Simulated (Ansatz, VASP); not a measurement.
# Cu6Rh: VASP beside Ansatz

```
Cu Rh
1.0
     5.58341    0.00000    0.00000
     0.00000    5.58341    0.00000
     0.00000    0.00000    5.58341
Cu Rh
6 1
Direct
  0.50000 0.50000 0.19983
  0.50000 0.50000 0.80017
  0.19983 0.50000 0.50000
  0.80017 0.50000 0.50000
  0.50000 0.19983 0.50000
  0.50000 0.80017 0.50000
  0.00000 0.00000 0.00000
```

Change from the starting cell: species swapped into the ErB6 type (Pm-3m, No. 221).

Alike in both runs: functional PBE; k mesh 8 × 8 × 8; occupations gaussian, width 0.1 eV; collinear spin.

Ansatz relaxed the structure, and its values are those at the end. VASP's run is a single point on that final structure, the one shown.

|  | VASP | Ansatz |
| --- | --- | --- |
| version | VASP 6.6.1 | Ansatz 0.2.0 |
| potentials or method | VASP PAW PBE potentials, release 64 (Cu, Rh_pv), cutoff 520 eV | scalar-relativistic, plane waves, PAW |
| valence electrons in the cell | 81 | 131 |

|  | VASP | Ansatz | Ansatz less VASP |
| --- | --- | --- | --- |
| gap on the k mesh at the Fermi level (eV) | none | none | - |
| pressure (GPa) | -0.3 | 0.0 | +0.32 |
| rms of the force components (eV/Å) | 0.007 | 0.001 | -0.0058 |
| net moment per atom (μB) | 0.01 | 0.21 | +0.205 |
| size of the moment on the site where the two differ most (μB) | 0.10 | 1.52 | +1.423 |

The net moments are unlike, so the other rows may belong to different states. Site moments also hang on the region over which each program counts them. A gap of «none» marks a metal or a gap that the smearing closes. VASP's potentials hold 81 valence electrons a cell and Ansatz's 131, so a difference there can come from the potentials and not from the codes.
